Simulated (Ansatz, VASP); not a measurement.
Two plane-wave programs on Na

INCAR

```
SYSTEM = Na
  PREC = Accurate
  ENCUT = 600
  EDIFF = 1E-6
  ISMEAR = 0
  SIGMA = 0.1
  LREAL = .False.
  LASPH = .True.
  NELM = 80
  ALGO = Fast
  ISIF = 3
  LWAVE = .False.
  LCHARG = .False.
  GGA = PE
  IBRION = 2
  NSW = 80
  EDIFFG = -0.01
```

File KPOINTS:

```
regular mesh
0
Gamma
  12 12 12
  0 0 0
```

Contents of POSCAR:

```
Na
1.0
    2.2988121549     -3.3570391985     -0.1100352332
    2.2988121549      3.3570391985     -0.1100352332
   -2.1215481693      0.0000000000      3.4601408096
Na
1
Direct
    0.0000000000      0.0000000000      0.5000000000
```

Input for Ansatz:

```yaml
crystal:
  lattice:
    - [2.2988121549, -3.3570391985, -0.1100352332]
    - [2.2988121549, 3.3570391985, -0.1100352332]
    - [-2.1215481693, 0.0, 3.4601408096]
  atoms:
    - { symbol: Na, position: [0.0, 0.0, 0.5] }
basis:
  ecutwfc: 420
kpoints:
  mp_grid: { grid: [12, 12, 12] }
hamiltonian:
  xc: pbe
scf:
  occupations: { method: gaussian, width: 0.1 }
output:
  forces: true
  stress: true
  eigenvalues: true
relax:
  adjacent_minimum: "off"
  f_tol: 0.01
  max_steps: 60
  cell: { stress_tol: 0.1 }
```

Alike in both runs: task relaxation of cell and atoms; functional PBE; k mesh 12 × 12 × 12; occupations gaussian, width 0.1 eV; no spin polarisation.

```csv
,VASP,Ansatz
version,VASP 6.6.1,Ansatz 0.2.0
potentials or method,"VASP PAW PBE potentials, release 64 (Na_pv), cutoff 600 eV","scalar-relativistic, plane waves, PAW"
valence electrons in the cell,7,9
```

|  | VASP | Ansatz | Ansatz less VASP |
| --- | --- | --- | --- |
| gap on the k mesh at the Fermi level, each at its own relaxed structure (eV) | none | none | - |
| relaxed volume (Å³/atom) | 37.15 | 36.69 | -0.464 |
| relaxed length of the cell vector where the two differ most in proportion (Å) | 3.658 | 3.639 | -0.0192 |

A gap of «none» marks a metal or a gap that the smearing closes. VASP's potentials hold 7 valence electrons a cell and Ansatz's 9, so a difference there can come from the potentials and not from the codes.

Noted on VASP's run: the volume moved by over 15 % at a fixed basis, so the end points are rough.
